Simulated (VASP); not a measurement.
# KZnPF (P4/nmm) in VASP: further runs

KZnPF is run at these levels: r2SCAN; tasks: single point.

Everything below comes from runs of VASP 6.6.1. Logs are shortened: lines on timing, memory, paths and dates and some standing lists are left out, and cuts for length are marked.

## 1. The cell of the first run

Symmetry: P4/nmm, No. 129, tetragonal system. Conventional cell: a = 4.133 Å, b = 4.133 Å, c = 10.351 Å, α = 90.00°, β = 90.00°, γ = 90.00°. Within 3.2 Å of K (site symmetry 4mm) lie 4 F at 2.44 Å. Within 3.2 Å of Zn (site symmetry -4m2) lie 4 P at 2.44 Å and 4 Zn at 2.92 Å. Within 3.2 Å of P (site symmetry 4mm) lie 4 Zn at 2.44 Å. Within 3.2 Å of F (site symmetry -4m2) lie 4 K at 2.44 Å and 4 F at 2.92 Å.

## 2. Single point, r2SCAN

The input, POSCAR:

```
KZnPF
1.0
    4.1325814047      0.0000000000      0.0000000000
    0.0000000000      4.1325814047      0.0000000000
    0.0000000000      0.0000000000     10.3505280052
K Zn P F
2 2 2 2
Direct
    0.2500000000      0.2500000000      0.3740568212
    0.7500000000      0.7500000000      0.6259431788
    0.2500000000      0.7500000000      0.0000000000
    0.7500000000      0.2500000000      0.0000000000
    0.7500000000      0.7500000000      0.1249361194
    0.2500000000      0.2500000000      0.8750638806
    0.2500000000      0.7500000000      0.5000000000
    0.7500000000      0.2500000000      0.5000000000
```

The input, INCAR.step1:

```
PREC = Accurate ; ENCUT = 520
ISMEAR = -1 ; SIGMA = 0.1
LREAL = F ; LASPH = T
NELM = 60 ; NBANDS = 43
GGA = PE ; ALGO = Normal
EDIFF = 1E-4 ; LWAVE = T
LCHARG = F
```

The input, INCAR.step2:

```
PREC = Accurate ; ENCUT = 520
EDIFF = 1E-6 ; ISMEAR = -1
SIGMA = 0.1 ; LREAL = F
LASPH = T ; NELM = 60
ALGO = Normal ; ISIF = 2
LWAVE = F ; LCHARG = F
METAGGA = R2SCAN ; LMIXTAU = T
NBANDS = 43 ; ISTART = 1
```

The input, KPOINTS:

```
regular mesh
0
Gamma
  4 4 2
```

Potentials or basis: VASP PAW PBE potentials, release 64 (K_sv, Zn, P, F).

Command:

```bash
cat potpaw_PBE.64/K_sv/POTCAR potpaw_PBE.64/Zn/POTCAR potpaw_PBE.64/P/POTCAR potpaw_PBE.64/F/POTCAR > POTCAR
cp INCAR.step1 INCAR
mpirun -np 1 vasp_std > vasp.out
cp INCAR.step2 INCAR
mpirun -np 1 vasp_std > vasp.out
```

OUTCAR:

```text
PREC = Accurate
   ENCUT = 520
   EDIFF = 1E-6
   ISMEAR = -1
   LREAL = F
   LASPH = T
   NELM = 60
   ISIF = 2
   METAGGA = R2SCAN
   ISTART = 1

 ion  position               nearest neighbor table
   1  0.250  0.250  0.374-   7 2.44   8 2.44   7 2.44   8 2.44
   2  0.750  0.750  0.626-   7 2.44   8 2.44   8 2.44   7 2.44
   3  0.250  0.750  0.000-   5 2.44   6 2.44   6 2.44   5 2.44   4 2.92   4 2.92   4 2.92   4 2.92

   4  0.750  0.250  0.000-   5 2.44   6 2.44   5 2.44   6 2.44   3 2.92   3 2.92   3 2.92   3 2.92

   5  0.750  0.750  0.125-   3 2.44   4 2.44   4 2.44   3 2.44
   6  0.250  0.250  0.875-   3 2.44   4 2.44   3 2.44   4 2.44
   7  0.250  0.750  0.500-   1 2.44   2 2.44   1 2.44   2 2.44
   8  0.750  0.250  0.500-   1 2.44   2 2.44   2 2.44   1 2.44

  LATTYP: Found a simple tetragonal cell.
 ALAT       =     4.1325814047
 C/A-ratio  =     2.5046156365

  Lattice vectors:

 A1 = (   4.1325814047,   0.0000000000,   0.0000000000)
 A2 = (   0.0000000000,   4.1325814047,   0.0000000000)
 A3 = (   0.0000000000,   0.0000000000,  10.3505280052)

Analysis of symmetry for initial positions (statically):
=====================================================================
 Subroutine PRICEL returns:
 Original cell was already a primitive cell.

 Routine SETGRP: Setting up the symmetry group for a
 simple tetragonal supercell.

 Subroutine GETGRP returns: Found 16 space group operations
 (whereof  4 operations were pure point group operations)
 out of a pool of 16 trial point group operations.

The static configuration has the point symmetry C_2h.
 The point group associated with its full space group is D_4h.

Analysis of symmetry for dynamics (positions and initial velocities):
=====================================================================
 Subroutine PRICEL returns:
 Original cell was already a primitive cell.

 Routine SETGRP: Setting up the symmetry group for a
 simple tetragonal supercell.

 Subroutine GETGRP returns: Found 16 space group operations
 (whereof  4 operations were pure point group operations)
 out of a pool of 16 trial point group operations.

The dynamic configuration has the point symmetry C_2h.
 The point group associated with its full space group is D_4h.

[... 97 lines left out ...]
   EDIFF  = 0.1E-05   stopping-criterion for ELM
   LREAL  =      F    real-space projection
   EDIFFG = 0.1E-04   stopping-criterion for IOM
   NSW    =      0    number of steps for IOM
   IBRION =     -1    ionic relax: 0-MD 1-quasi-New 2-CG
   NFREE  =      0    steps in history (QN), initial steepest desc. (CG)
   ISIF   =      2    stress and relaxation
   ISYM   =      2    0-nonsym 1-usesym 2-fastsym
   POTIM  = 0.5000    time-step for ionic-motion
   TEBEG  =    0.0;   TEEND  =   0.0 temperature during run
   PSTRESS=    0.0 pullay stress
   NELECT =      66.0000    total number of electrons
   NUPDOWN=      -1.0000    fix difference up-down
   EMIN   =  10.00;   EMAX   =-10.00  energy-range for DOS
   EFERMI =   0.00;   METHOD = LEGACY
   ISMEAR =    -1;   SIGMA  =   0.10  broadening in eV -4-tet -1-fermi 0-gaus
   EFERMI_NEDOS =   21; number of points for ismear=-14 and -15
   IALGO  =     38    algorithm
   IMIX   =      4    mixing-type and parameters
     AMIX     =   0.40;   BMIX     =  1.00
     AMIX_MAG =   1.60;   BMIX_MAG =  1.00
  volume/ion in A,a.u.               =      22.10       149.11
  Fermi-wavevector in a.u.,A,eV,Ry     =   1.178839  2.227682 18.907480  1.389661
  Thomas-Fermi vector in A             =   2.315160
   LORBIT       =      0    0 simple, 1 ext, 2 COOP (PROOUT), +10 PAW based schemes
   METAGGA = R2SCAN    functional components
   LHFCALC =     F    Hartree Fock is set to
   AEXX    =    0.0000 exact exchange contribution
   IVDW    =     0    specifies the selected vdW correction
   LEPSILON=     F    determine dielectric tensor
   LRPA    =     F    only Hartree local field effects (RPA)
 non-spin polarized calculation
  energy-cutoff  :      520.00
  volume of cell :      176.77
 maximum number of plane-waves:      4814
 NGX is ok and might be reduce to    32
   NGX = 15   NGY = 15   NGZ = 39

 number of electron      65.9999948 magnetization

 Free energy of the ion-electron system (eV)
  ---------------------------------------------------
  ext. energy  EPLUGINS =         0.00000000
  ---------------------------------------------------
  free energy    TOTEN  =       -63.06446487 eV

  energy without entropy =      -62.93317591  energy(sigma->0) =      -62.99882039

 E-fermi :  -0.6464     XC(G=0):  -8.9141

 val. band max:       -0.8070798673   @ k =   0.2500   0.2500   0.0000
 cond. band min:      -0.5370969831   @ k =   0.0000   0.0000   0.5000
 fundamental gap:      0.2699828841
 Fermi energy:        -0.6463781589

 k-point     1 :       0.0000    0.0000    0.0000
  band No.  band energies     occupation
      1     -28.3934      2.00000
      2     -28.3152      2.00000
      3     -21.2177      2.00000
      4     -20.9689      2.00000
      5     -12.3980      2.00000
      6     -11.1805      2.00000
[... 541 lines left out ...]
     42       7.9896      0.00000
     43       9.5977      0.00000

------------------------ aborting loop because EDIFF is reached ----------------------------------------

  FORCE on cell =-STRESS in cart. coord.  units (eV):
  Direction    XX          YY          ZZ          XY          YZ          ZX
  --------------------------------------------------------------------------------------
  -------------------------------------------------------------------------------------
  Total        0.0076214      0.0076214      0.0153285      0.0000000      0.0000000      0.0000000
  in kB        0.0690776      0.0690776      0.1389326      0.0000000      0.0000000      0.0000000
  external PRESSURE =       0.0923626 kB  Pullay stress =       0.0000000 kB

 VOLUME and BASIS-vectors are now :
 -----------------------------------------------------------------------------
  energy-cutoff  :      520.00
  volume of cell :      176.77
      direct lattice vectors                 reciprocal lattice vectors
     4.132581405  0.000000000  0.000000000     0.241979504  0.000000000  0.000000000
     0.000000000  4.132581405  0.000000000     0.000000000  0.241979504  0.000000000
     0.000000000  0.000000000 10.350528005     0.000000000  0.000000000  0.096613429

 POSITION                                       TOTAL-FORCE (eV/Angst)
 -----------------------------------------------------------------------------------
      1.03315      1.03315      3.87169         0.000000      0.000000     -0.052394
      3.09944      3.09944      6.47884        -0.000000     -0.000000      0.052394
      1.03315      3.09944      0.00000         0.000000      0.000000      0.000000
      3.09944      1.03315      0.00000        -0.000000     -0.000000      0.000000
      3.09944      3.09944      1.29315         0.000000      0.000000     -0.002055
      1.03315      1.03315      9.05737        -0.000000     -0.000000      0.002055
      1.03315      3.09944      5.17526         0.000000     -0.000000     -0.000000
      3.09944      1.03315      5.17526        -0.000000      0.000000     -0.000000
 -----------------------------------------------------------------------------------
    total drift:                                0.000000     -0.000000     -0.000000

  FREE ENERGIE OF THE ION-ELECTRON SYSTEM (eV)
  ---------------------------------------------------
  free  energy   TOTEN  =       -63.0644648727 eV

  energy  without entropy=      -62.9331759114  energy(sigma->0) =      -62.99882039
```

OSZICAR.step1:

```text
N       E                     dE             d eps       ncg     rms          rms(c)
DAV:   1     0.644929192526E+03    0.64493E+03   -0.29925E+04  1032   0.159E+03
DAV:   2     0.549096716721E+02   -0.59002E+03   -0.55444E+03  1104   0.425E+02
DAV:   3    -0.279382608551E+02   -0.82848E+02   -0.81307E+02  1200   0.159E+02
DAV:   4    -0.331047461181E+02   -0.51665E+01   -0.51505E+01  1464   0.313E+01
DAV:   5    -0.332501488137E+02   -0.14540E+00   -0.14528E+00  1568   0.466E+00    0.128E+01
DAV:   6    -0.283102245973E+02    0.49399E+01   -0.16770E+01  1237   0.406E+01    0.848E+00
DAV:   7    -0.276959208420E+02    0.61430E+00   -0.23377E+00  1362   0.105E+01    0.544E+00
DAV:   8    -0.270395352777E+02    0.65639E+00   -0.44012E-01  1234   0.406E+00    0.119E+00
DAV:   9    -0.271692138991E+02   -0.12968E+00   -0.99269E-01  1293   0.240E+00    0.579E+00
DAV:  10    -0.269718812258E+02    0.19733E+00   -0.10819E+00  1235   0.210E+00    0.899E-01
DAV:  11    -0.270191871930E+02   -0.47306E-01   -0.66507E-02  1138   0.116E+00    0.136E+00
DAV:  12    -0.269863891473E+02    0.32798E-01   -0.12224E-02  1268   0.603E-01    0.805E-01
DAV:  13    -0.269767390843E+02    0.96501E-02   -0.63310E-03  1317   0.416E-01    0.237E-01
DAV:  14    -0.269767072380E+02    0.31846E-04   -0.95193E-04  1242   0.163E-01
   1 F= -.26976707E+02 E0= -.26910488E+02  d E =-.132438E+00
```

It took 4.6 min on 1 thread of Oxide Virtual Turin-like, shared host; peak memory 0.32 GiB.

What came out:

* Free energy: -63.0645 eV
* Pressure: 0.0 GPa
* Largest force: 0.052 eV/Å
* Band gap on the k mesh: zero (bands 33 and 34 overlap by 0.85 eV)

Forces in eV/Å, atoms in the order of the input:
```
K    0.000  0.000 -0.052
K    0.000  0.000  0.052
Zn   0.000  0.000  0.000
Zn   0.000  0.000  0.000
P    0.000  0.000 -0.002
P    0.000  0.000  0.002
F    0.000  0.000  0.000
F    0.000  0.000  0.000
```

Caveat: the k points lie up to 0.38 Å⁻¹ apart, too coarse for converged energies and pressures of a metal; the PAW data sets were made with another functional, which shifts forces and pressure a little.

## 3. Single point, r2SCAN

The input, POSCAR:

```
KZnPF
1.0
    4.1325428664      0.0000000000      0.0000000000
    0.0000000000      4.1325428664      0.0000000000
    0.0000000000      0.0000000000     10.3508400759
K Zn P F
2 2 2 2
Direct
    0.2500000000      0.2500000000      0.3740547962
    0.7500000000      0.7500000000      0.6259452038
    0.2500000000      0.7500000000      0.0000000000
    0.7500000000      0.2500000000      0.0000000000
    0.7500000000      0.7500000000      0.1249340512
    0.2500000000      0.2500000000      0.8750659488
    0.2500000000      0.7500000000      0.5000000000
    0.7500000000      0.2500000000      0.5000000000
```

The input, INCAR.step1:

```
SYSTEM = KZnPF
PREC     = Accurate       ! precision mode
ENCUT    = 520            ! plane-wave cutoff, eV
ISMEAR   = -1             ! smearing method
SIGMA    = 0.1            ! smearing width, eV
LREAL    = .False.        ! projectors in reciprocal space
LASPH    = .True.         ! aspherical terms in the spheres
NELM     = 100            ! most SCF steps
NBANDS   = 43             ! bands
GGA      = PE             ! functional
ALGO     = Normal         ! electronic algorithm
EDIFF    = 1E-4           ! SCF threshold, eV
LWAVE    = .True.         ! write WAVECAR
LCHARG   = .False.        ! write CHGCAR
```

The input, INCAR.step2:

```
SYSTEM = KZnPF
PREC     = Accurate       ! precision mode
ENCUT    = 520            ! plane-wave cutoff, eV
EDIFF    = 1E-6           ! SCF threshold, eV
ISMEAR   = -1             ! smearing method
SIGMA    = 0.1            ! smearing width, eV
LREAL    = .False.        ! projectors in reciprocal space
LASPH    = .True.         ! aspherical terms in the spheres
NELM     = 100            ! most SCF steps
ALGO     = Normal         ! electronic algorithm
ISIF     = 2              ! what is computed and relaxed
LWAVE    = .False.        ! write WAVECAR
LCHARG   = .False.        ! write CHGCAR
METAGGA  = R2SCAN         ! meta-GGA
LMIXTAU  = .True.       
NBANDS   = 43             ! bands
ISTART   = 1
```

The input, KPOINTS:

```
regular mesh
0
Gamma
  4 4 2
  0 0 0
```

Potentials or basis: VASP PAW PBE potentials, release 64 (K_sv, Zn, P, F).

Command:

```bash
cat potpaw_PBE.64/K_sv/POTCAR potpaw_PBE.64/Zn/POTCAR potpaw_PBE.64/P/POTCAR potpaw_PBE.64/F/POTCAR > POTCAR
cp INCAR.step1 INCAR
mpirun -np 1 vasp_std > vasp.out
cp INCAR.step2 INCAR
mpirun -np 1 vasp_std > vasp.out
```

It took 4.1 min on 1 thread of Oxide Virtual Turin-like, shared host; peak memory 0.32 GiB.

It converged, with:

| Item | Value |
| --- | --- |
| Free energy | -63.0645 eV |
| Pressure | 0.0 GPa |
| Largest force | 0.052 eV/Å |
| Band gap on the k mesh | zero (bands 33 and 34 overlap by 0.85 eV) |

Forces in eV/Å, atoms in the order of the input:
```
K    0.000  0.000 -0.052
K    0.000  0.000  0.052
Zn   0.000  0.000  0.000
Zn   0.000  0.000  0.000
P    0.000  0.000 -0.002
P    0.000  0.000  0.002
F    0.000  0.000  0.000
F    0.000  0.000  0.000
```

Levels at points of the mesh, in eV from the Fermi level:
| k point | band 31 | band 32 | band 33 | band 34 | band 35 | band 36 |
| --- | --- | --- | --- | --- | --- | --- |
| (0.00, 0.00, 0.00) | -0.21 | 0.22 | 0.51 | 0.51 | 1.57 | 3.47 |
| (0.50, 0.00, 0.00) | -0.57 | -0.57 | -0.27 | -0.27 | 3.38 | 3.38 |
| (0.50, 0.50, 0.00) | -0.65 | -0.65 | -0.20 | -0.20 | 4.59 | 4.59 |
| (0.00, 0.00, 0.50) | -0.20 | 0.11 | 0.51 | 0.51 | 1.57 | 3.46 |
| (0.50, 0.00, 0.50) | -0.57 | -0.57 | -0.26 | -0.26 | 3.37 | 3.37 |
| (0.50, 0.50, 0.50) | -0.65 | -0.65 | -0.20 | -0.20 | 4.59 | 4.59 |

Caveat: the k points lie up to 0.38 Å⁻¹ apart, too coarse for converged energies and pressures of a metal; the PAW data sets were made with another functional, which shifts forces and pressure a little.

## 4. Single point, r2SCAN

This run uses another cell than the first one, of 22.20 Å³/atom.

The input, POSCAR:

```
KZnPF
1.0
    4.1345305377      0.0000000000      0.0000000000
    0.0000000000      4.1345305377      0.0000000000
    0.0000000000      0.0000000000     10.3888940668
K Zn P F
2 2 2 2
Direct
    0.2500000000      0.2500000000      0.3750603705
    0.7500000000      0.7500000000      0.6249396295
    0.2500000000      0.7500000000      0.0000000000
    0.7500000000      0.2500000000      0.0000000000
    0.7500000000      0.7500000000      0.1240716945
    0.2500000000      0.2500000000      0.8759283055
    0.2500000000      0.7500000000      0.5000000000
    0.7500000000      0.2500000000      0.5000000000
```

The input, INCAR.step1:

```
ALGO = Normal
EDIFF = 1E-4
ENCUT = 520
GGA = PE
ISMEAR = -5
LASPH = True
LCHARG = False
LREAL = False
LWAVE = True
NBANDS = 43
NELM = 80
PREC = Accurate
SIGMA = 0.1
```

The input, INCAR.step2:

```
ALGO = Normal
EDIFF = 1E-6
ENCUT = 520
ISIF = 2
ISMEAR = -5
ISTART = 1
LASPH = True
LCHARG = False
LMIXTAU = True
LREAL = False
LWAVE = False
METAGGA = R2SCAN
NBANDS = 43
NELM = 80
PREC = Accurate
SIGMA = 0.1
```

The input, KPOINTS:

```
k-points
0
Gamma
  4 4 2
```

Command:

```bash
cat potpaw_PBE.64/K_sv/POTCAR potpaw_PBE.64/Zn/POTCAR potpaw_PBE.64/P/POTCAR potpaw_PBE.64/F/POTCAR > POTCAR
cp INCAR.step1 INCAR
mpirun -np 1 vasp_std > vasp.out
cp INCAR.step2 INCAR
mpirun -np 1 vasp_std > vasp.out
```

Run time: 5.8 min. Hardware: 1 thread of Oxide Virtual Turin-like, shared host; peak memory 0.32 GiB.

It converged, with:

* Free energy: -62.9732 eV
* Pressure: 0.0 GPa
* Largest force: 0.053 eV/Å
* Band gap on the k mesh: zero (bands 33 and 34 overlap by 0.77 eV)

Forces in eV/Å, atoms in the order of the input:
```
K    0.000  0.000 -0.053
K    0.000  0.000  0.053
Zn   0.000  0.000  0.000
Zn   0.000  0.000  0.000
P    0.000  0.000  0.019
P    0.000  0.000 -0.019
F    0.000  0.000  0.000
F    0.000  0.000  0.000
```

Levels at points of the mesh, in eV from the Fermi level:
| k point | band 29 | band 30 | band 31 | band 32 | band 33 | band 34 | band 35 | band 36 | band 37 | band 38 |
| --- | --- | --- | --- | --- | --- | --- | --- | --- | --- | --- |
| (0.00, 0.00, 0.00) | -0.85 | -0.10 | -0.10 | 0.23 | 0.52 | 0.52 | 1.57 | 3.49 | 3.99 | 5.21 |
| (0.50, 0.00, 0.00) | -0.63 | -0.63 | -0.57 | -0.57 | -0.25 | -0.25 | 3.38 | 3.38 | 6.49 | 6.49 |
| (0.50, 0.50, 0.00) | -1.22 | -1.22 | -0.55 | -0.55 | -0.10 | -0.10 | 4.62 | 4.62 | 5.27 | 5.27 |
| (0.00, 0.00, 0.50) | -0.85 | -0.10 | -0.10 | 0.12 | 0.51 | 0.51 | 1.57 | 3.49 | 4.12 | 5.19 |
| (0.50, 0.00, 0.50) | -0.61 | -0.61 | -0.57 | -0.57 | -0.24 | -0.24 | 3.38 | 3.38 | 6.49 | 6.49 |
| (0.50, 0.50, 0.50) | -1.19 | -1.19 | -0.55 | -0.55 | -0.10 | -0.10 | 4.62 | 4.62 | 5.28 | 5.28 |

Caveat: the k points lie up to 0.38 Å⁻¹ apart, too coarse for converged energies and pressures of a metal; the PAW data sets were made with another functional, which shifts forces and pressure a little; tetrahedron occupations give inexact forces and stress in metals.

The gap in the log of VASP goes by the Fermi energy; the results here count the filled bands.